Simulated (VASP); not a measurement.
# PbC (Pm-3m) in VASP: vibrations by perturbation theory with LDA

Aim: the vibrations by perturbation theory of PbC with LDA.

Everything below comes from runs of VASP 6.6.1. Logs are shortened: lines on timing, memory, paths and dates and some standing lists are left out, and cuts for length are marked.

### Step 1. The cell of the first run

It takes space group Pm-3m (No. 221, cubic). The conventional cell has a = 3.181 Å, b = 3.181 Å, c = 3.181 Å, α = 90.00°, β = 90.00°, γ = 90.00°. C (site symmetry m-3m) has 8 Pb at 2.76 Å and 6 C at 3.18 Å within 3.6 Å. Within 3.6 Å of Pb (site symmetry m-3m) lie 8 C at 2.76 Å and 6 Pb at 3.18 Å.

### Step 2. Vibrations by perturbation theory, LDA

Contents of INCAR:

```
  ALGO = Normal
  EDIFF = 1E-8
  ENCUT = 520
  IBRION = 8
  ISIF = 2
  ISMEAR = -1
  LASPH = T
  LCHARG = F
  LREAL = F
  LWAVE = F
  NELM = 100
  NSW = 1
  PREC = Accurate
  SIGMA = 0.15
```

Contents of KPOINTS:

```
k-points
0
Gamma
  14 14 14
```

Contents of POSCAR:

```
PbC
1.0
    3.1815000000      0.0000000000      0.0000000000
    0.0000000000      3.1815000000      0.0000000000
    0.0000000000      0.0000000000      3.1815000000
C Pb
1 1
Direct
    0.0000000000      0.0000000000      0.0000000000
    0.5000000000      0.5000000000      0.5000000000
```

Potentials or basis: VASP PAW LDA potentials, release 64 (C, Pb_d).

On the command line:

```console
$ cat potpaw_LDA.64/C/POTCAR potpaw_LDA.64/Pb_d/POTCAR > POTCAR
$ mpirun -np 1 vasp_std > vasp.out
```

OUTCAR:

```text
EDIFF = 1E-8
   ENCUT = 520
   IBRION = 8
   ISIF = 2
   ISMEAR = -1
   LASPH = T
   LREAL = F
   NELM = 100
   NSW = 1
   PREC = Accurate

 ion  position               nearest neighbor table
   1  0.000  0.000  0.000-   2 2.76   2 2.76   2 2.76   2 2.76   2 2.76   2 2.76   2 2.76   2 2.76

   2  0.500  0.500  0.500-   1 2.76   1 2.76   1 2.76   1 2.76   1 2.76   1 2.76   1 2.76   1 2.76

  LATTYP: Found a simple cubic cell.
 ALAT       =     3.1815000000

  Lattice vectors:

 A1 = (   3.1815000000,   0.0000000000,   0.0000000000)
 A2 = (   0.0000000000,   3.1815000000,   0.0000000000)
 A3 = (   0.0000000000,   0.0000000000,   3.1815000000)

Analysis of symmetry for initial positions (statically):
=====================================================================
 Subroutine PRICEL returns:
 Original cell was already a primitive cell.

 Routine SETGRP: Setting up the symmetry group for a
 simple cubic supercell.

 Subroutine GETGRP returns: Found 48 space group operations
 (whereof 48 operations were pure point group operations)
 out of a pool of 48 trial point group operations.

The static configuration has the point symmetry O_h .

Analysis of symmetry for dynamics (positions and initial velocities):
=====================================================================
 Subroutine PRICEL returns:
 Original cell was already a primitive cell.

 Routine SETGRP: Setting up the symmetry group for a
 simple cubic supercell.

 Subroutine GETGRP returns: Found 48 space group operations
 (whereof 48 operations were pure point group operations)
 out of a pool of 48 trial point group operations.

The dynamic configuration has the point symmetry O_h .

 Subroutine INISYM returns: Found 48 space group operations
 (whereof 48 operations are pure point group operations),
 and found     1 'primitive' translations

----------------------------------------------------------------------------------------

                                     Primitive cell

  volume of cell :      32.2030

  direct lattice vectors                    reciprocal lattice vectors
     3.181500000  0.000000000  0.000000000     0.314317146  0.000000000  0.000000000
     0.000000000  3.181500000  0.000000000     0.000000000  0.314317146  0.000000000
     0.000000000  0.000000000  3.181500000     0.000000000  0.000000000  0.314317146

  length of vectors
     3.181500000  3.181500000  3.181500000     0.314317146  0.314317146  0.314317146

  position of ions in fractional coordinates (direct lattice)
     0.000000000  0.000000000  0.000000000
     0.500000000  0.500000000  0.500000000

  ion indices of the primitive-cell ions
   primitive index   ion index
                 1           1
                 2           2

----------------------------------------------------------------------------------------

 KPOINTS: k-points

Automatic generation of k-mesh.
 Grid dimensions read from file:
 generate k-points for:   14   14   14

 Generating k-lattice:

  Cartesian coordinates                     Fractional coordinates (reciprocal lattice)
     0.022451225  0.000000000  0.000000000     0.071428571  0.000000000  0.000000000
     0.000000000  0.022451225  0.000000000     0.000000000  0.071428571  0.000000000
     0.000000000  0.000000000  0.022451225     0.000000000  0.000000000  0.071428571

  Length of vectors
     0.022451225  0.022451225  0.022451225

  Shift w.r.t. Gamma in fractional coordinates (k-lattice)
     0.000000000  0.000000000  0.000000000

 Subroutine IBZKPT returns following result:
 ===========================================

 Found    120 irreducible k-points:

 Following reciprocal coordinates:
            Coordinates               Weight
  0.000000  0.000000  0.000000      1.000000
[... 81 lines left out ...]

 number of electron      18.0000002 magnetization

 Free energy of the ion-electron system (eV)
  ---------------------------------------------------
  ext. energy  EPLUGINS =         0.00000000
  ---------------------------------------------------
  free energy    TOTEN  =        -9.78554510 eV

  energy without entropy =       -9.68485822  energy(sigma->0) =       -9.73520166

 E-fermi :   8.2700     XC(G=0): -11.8102

 val. band max:        8.2576363419   @ k =   0.4286   0.2143   0.1429
 cond. band min:       8.2923009317   @ k =   0.2857   0.2143   0.0714
 fundamental gap:      0.0346645898
 Fermi energy:         8.2699653491

 k-point     1 :       0.0000    0.0000    0.0000
  band No.  band energies     occupation
      1      -8.8275      2.00000
      2      -8.8275      2.00000
      3      -8.1292      2.00000
      4      -8.1292      2.00000
      5      -8.1292      2.00000
      6      -5.7218      2.00000
      7       4.7084      2.00000
      8       7.4743      1.99011
      9       7.4743      1.99011
     10       7.4743      1.99011
     11      16.4858      0.00000
     12      16.4858      0.00000
     13      17.9331      0.00000
[... 354 lines left out ...]
  band No.  band energies     occupation
      1      -8.6786      2.00000
      2      -8.4567      2.00000
      3      -8.3214      2.00000
      4      -8.2876      2.00000
      5      -8.1894      2.00000
      6      -3.0574      2.00000
      7       0.8406      2.00000
      8       5.5863      2.00000
      9       8.9586      0.02008
     10       9.2233      0.00347
     11      12.1788      0.00000
     12      14.8025      0.00000
     13      16.1796      0.00000

 [... further k-points ...]

------------------------ aborting loop because EDIFF is reached ----------------------------------------

  FORCE on cell =-STRESS in cart. coord.  units (eV):
  Direction    XX          YY          ZZ          XY          YZ          ZX
  --------------------------------------------------------------------------------------
  -------------------------------------------------------------------------------------
  Total        0.1437041      0.1437041      0.1437041      0.0000000     -0.0000000     -0.0000000
  in kB        7.1496374      7.1496374      7.1496374      0.0000000     -0.0000000     -0.0000000
  external PRESSURE =       7.1496374 kB  Pullay stress =       0.0000000 kB

 VOLUME and BASIS-vectors are now :
 -----------------------------------------------------------------------------
  energy-cutoff  :      520.00
  volume of cell :       32.20
      direct lattice vectors                 reciprocal lattice vectors
     3.181500000  0.000000000  0.000000000     0.314317146  0.000000000  0.000000000
     0.000000000  3.181500000  0.000000000     0.000000000  0.314317146  0.000000000
     0.000000000  0.000000000  3.181500000     0.000000000  0.000000000  0.314317146

 POSITION                                       TOTAL-FORCE (eV/Angst)
 -----------------------------------------------------------------------------------
      0.00000      0.00000      0.00000         0.000000      0.000000      0.000000
      1.59075      1.59075      1.59075         0.000000      0.000000      0.000000
 -----------------------------------------------------------------------------------
    total drift:                                0.000000     -0.000000     -0.000000

  FREE ENERGIE OF THE ION-ELECTRON SYSTEM (eV)
  ---------------------------------------------------
  free  energy   TOTEN  =        -9.7855450957 eV

  energy  without entropy=       -9.6848582195  energy(sigma->0) =       -9.73520166

[... ionic steps 2 to 3 ...]

--------------------------------------- Ionic step        4  -------------------------------------------

------------------------ aborting loop because EDIFF is reached ----------------------------------------

[... ionic steps 5 to 6 ...]

--------------------------------------- Ionic step        7  -------------------------------------------

 Free energy of the ion-electron system (eV)
  ---------------------------------------------------
  ---------------------------------------------------
  free energy    TOTEN  =        -0.32395931 eV

  energy without entropy =       -0.32395933

------------------------ aborting loop because EDIFF is reached ----------------------------------------

 INTERNAL STRAIN TENSOR  FOR ION    2  DIRECTION 1   (eV/Angst):
 -----------------------------------------------------------------------------
     0.01534  0.00000  0.00000
     0.00000 -0.00486  0.00000
    -0.00000  0.00000 -0.00486

 INTERNAL STRAIN TENSOR FOR ION    2 for displacements in x,y,z  (eV/Angst):
          X           Y           Z          XY          YZ          ZX
  --------------------------------------------------------------------------------
  x     0.00000     0.00000     0.00000     0.00000     0.00000     0.00000
  y     0.00000     0.00000     0.00000     0.00000     0.00000     0.00000
  z     0.00000     0.00000     0.00000     0.00000     0.00000     0.00000

 SECOND DERIVATIVES (NOT SYMMETRIZED)
 ------------------------------------
               1X          1Y          1Z          2X          2Y          2Z
  1X     0.269004    0.000000   -0.000000   -0.269004   -0.000000    0.000000
  1Y     0.000000    0.269004   -0.000000   -0.000000   -0.269004    0.000000
  1Z    -0.000000    0.000000    0.269004    0.000000   -0.000000   -0.269004
  2X    -0.258414    0.000000   -0.000000    0.258414   -0.000000    0.000000
  2Y     0.000000   -0.258414    0.000000   -0.000000    0.258414   -0.000000
  2Z     0.000000    0.000000   -0.258414   -0.000000   -0.000000    0.258414

 Eigenvectors and eigenvalues of the dynamical matrix
 ----------------------------------------------------

   1 f  =    0.010791 THz     0.067802 2PiTHz    0.359951 cm-1     0.044628 meV
             X         Y         Z           dx          dy          dz
      0.000000  0.000000  0.000000     0.010118    0.040143    0.225949
      1.590750  1.590750  1.590750     0.042869    0.170082    0.957323
[... 21 lines left out ...]
   6 f/i=    2.403875 THz    15.103994 2PiTHz   80.184647 cm-1     9.941625 meV
             X         Y         Z           dx          dy          dz
      0.000000  0.000000  0.000000     0.973259    0.000000    0.000000
      1.590750  1.590750  1.590750    -0.229710   -0.000000    0.000000

--------------------------------------------------------------------------------------------------------

 ELASTIC MODULI CONTR FROM IONIC RELAXATION (kBar)
 Direction    XX          YY          ZZ          XY          YZ          ZX
 --------------------------------------------------------------------------------
 XX           0.0000      0.0000      0.0000      0.0000      0.0000      0.0000
 YY           0.0000      0.0000      0.0000      0.0000      0.0000      0.0000
 ZZ           0.0000      0.0000      0.0000      0.0000      0.0000      0.0000
 XY           0.0000      0.0000      0.0000      0.0000      0.0000      0.0000
 YZ           0.0000      0.0000      0.0000      0.0000      0.0000      0.0000
 ZX           0.0000      0.0000      0.0000      0.0000      0.0000      0.0000
 --------------------------------------------------------------------------------
```

Wall time 2.1 min (1 thread of Intel Xeon Platinum 8488C (Sapphire Rapids), shared host); peak memory 0.37 GiB.

Results:

```yaml
Highest_phonon_frequency_at_Γ: 0 cm⁻¹
Most_unstable_mode: 80i cm⁻¹
```

Phonon frequencies in cm⁻¹ (negative: imaginary):
```tsv
q point	frequencies
(0.000, 0.000, 0.000)	-80 -80 -80 0 0 0
```

Caveat: some modes are imaginary; spin-orbit coupling is left out, which moves the levels of the heavy elements.
